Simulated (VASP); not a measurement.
Runs of VASP 6.6.1 on HfN. The structure is that of space group R-3m (No. 166), or close to it. The cells are those of the table. 

```tsv
cell	gap on the mesh (eV)	pressure (GPa)
a = 4.024 Å, angles 38.9°, 2 atoms	none	(b)
a = 4.392 Å, angles 33.6°, 2 atoms	none	32.4
a = 3.419 Å, angles 52.2°, 2 atoms	none	4.7
a = 2.868 Å, angles 82.7°, 2 atoms	none	-2.5
a = 3.669 Å, angles 45.7°, 2 atoms	none	8.5
a = 3.122 Å, angles 63.2°, 2 atoms	none	(a)
a = 2.930 Å, angles 75.3°, 2 atoms	none	(c)
a = 3.282 Å, angles 56.6°, 2 atoms	none	3.3
```

Alike in all rows: task single point; level PBE; potentials or basis VASP PAW PBE potentials, release 64 (Hf_pv, N); no spin polarisation; k mesh 20 × 20 × 20; cutoff (eV) 520; smearing gaussian 0.15 eV.

Task: Estimate the missing entries.

Result: (a) 3.1; (b) 17.0; (c) 1.8.

Caveats: spin-orbit coupling is left out, which moves the levels of the heavy elements.

A k mesh can miss the band edges, and the runs leave out spin-orbit coupling on Hf.

A gap of «none» marks levels without a gap at the run's occupations.
